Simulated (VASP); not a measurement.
Set up this calculation in VASP 6.6.1, as the native input.

- Task: single point
- Functional: PBE
- Potentials or basis: VASP PAW PBE potentials, release 64 (P, Ga_d, As)
- Cutoff: 520 eV
- k mesh: 6 × 6 × 2
- Occupations: gaussian, width 0.01 eV
- Spin: no spin polarisation
- Dipole correction: no
- Further INCAR settings: ALGO = Normal; EDIFF = 1e-06; NBANDS = 46

The structure of Ga4AsP3 lies in POSCAR:

```
Ga4AsP3
1.0
    3.9368756774      0.0000000000      0.0000000000
    0.0000000000      3.9368756774      0.0000000000
    0.0000000000      0.0000000000     11.1157761941
P Ga As
3 4 1
Direct
    0.0000000000      0.0000000000      0.2453467231
    0.5000000000      0.5000000000      0.0000000000
    0.0000000000      0.0000000000      0.7546532769
    0.0000000000      0.5000000000      0.1225756545
    0.5000000000      0.0000000000      0.8774243455
    0.0000000000      0.5000000000      0.6320221436
    0.5000000000      0.0000000000      0.3679778564
    0.5000000000      0.5000000000      0.5000000000
```

The input as run:

INCAR

```
SYSTEM = Ga4AsP3
ALGO     = Normal         ! electronic algorithm
EDIFF    = 1E-6           ! SCF threshold, eV
ENCUT    = 520            ! plane-wave cutoff, eV
GGA      = PE             ! functional
ISIF     = 2              ! what is computed and relaxed
ISMEAR   = 0              ! smearing method
LASPH    = .TRUE.         ! aspherical terms in the spheres
LCHARG   = .FALSE.        ! write CHGCAR
LREAL    = .FALSE.        ! projectors in reciprocal space
LWAVE    = .FALSE.        ! write WAVECAR
NBANDS   = 46             ! bands
NELM     = 60             ! most SCF steps
PREC     = Accurate       ! precision mode
SIGMA    = 0.01           ! smearing width, eV
```

KPOINTS

```
k-points
0
G
  6 6 2
  0 0 0
```

Potentials or basis: VASP PAW PBE potentials, release 64 (P, Ga_d, As).

The run is started by

```console
$ cat potpaw_PBE.64/P/POTCAR potpaw_PBE.64/Ga_d/POTCAR potpaw_PBE.64/As/POTCAR > POTCAR
$ mpirun -np 1 vasp_std > vasp.out
```

It gave:

| Item | Value |
| --- | --- |
| Pressure | 0.0 GPa |
| Largest force | 0.016 eV/Å |
| Band gap on the k mesh | 1.17 eV |

Wall time 2.6 min on 1 thread of Intel(R) Xeon(R) Platinum 8488C (Sapphire Rapids), on a shared host, peak memory 0.33 GiB.
